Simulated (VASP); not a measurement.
Input of a VASP 6.6.1 run:

POSCAR

```
SnSe
1.0
    0.0000000000      2.9848894981      2.9848894981
    2.9848894981      0.0000000000      2.9848894981
    2.9848894981      2.9848894981      0.0000000000
Sn Se
1 1
Direct
    0.0000000000      0.0000000000      0.0000000000
    0.5000000000      0.5000000000      0.5000000000
```

File INCAR.step1:

```
ALGO = Normal
EDIFF = 1E-4
ENCUT = 520
GGA = PE
ISMEAR = 0
LASPH = T
LCHARG = F
LREAL = F
LWAVE = T
NBANDS = 17
NELM = 80
PREC = Accurate
SIGMA = 0.01
```

Contents of INCAR.step2:

```
ALGO = Normal
EDIFF = 1E-6
ENCUT = 520
ISIF = 2
ISMEAR = 0
ISTART = 1
LASPH = T
LCHARG = F
LMIXTAU = T
LREAL = F
LWAVE = F
METAGGA = R2SCAN
NBANDS = 17
NELM = 80
PREC = Accurate
SIGMA = 0.01
```

KPOINTS

```
k-points
0
Gamma
  4 4 4
```

Potentials or basis: VASP PAW PBE potentials, release 64 (Sn_d, Se).

Command:

```console
$ cat potpaw_PBE.64/Sn_d/POTCAR potpaw_PBE.64/Se/POTCAR > POTCAR
$ cp INCAR.step1 INCAR
$ mpirun -np 1 vasp_std > vasp.out
$ cp INCAR.step2 INCAR
$ mpirun -np 1 vasp_std > vasp.out
```

Problem. Estimate the pressure.

Solution. -0.2 GPa.

Problem. Estimate the band gap on the k mesh.

Solution. 0.57 eV, direct.

Caveat: the k points lie up to 0.46 Å⁻¹ apart; the PAW data sets were made with another functional, which shifts forces and pressure a little; spin-orbit coupling is left out, which moves the levels of the heavy elements. A k mesh can miss the band edges.
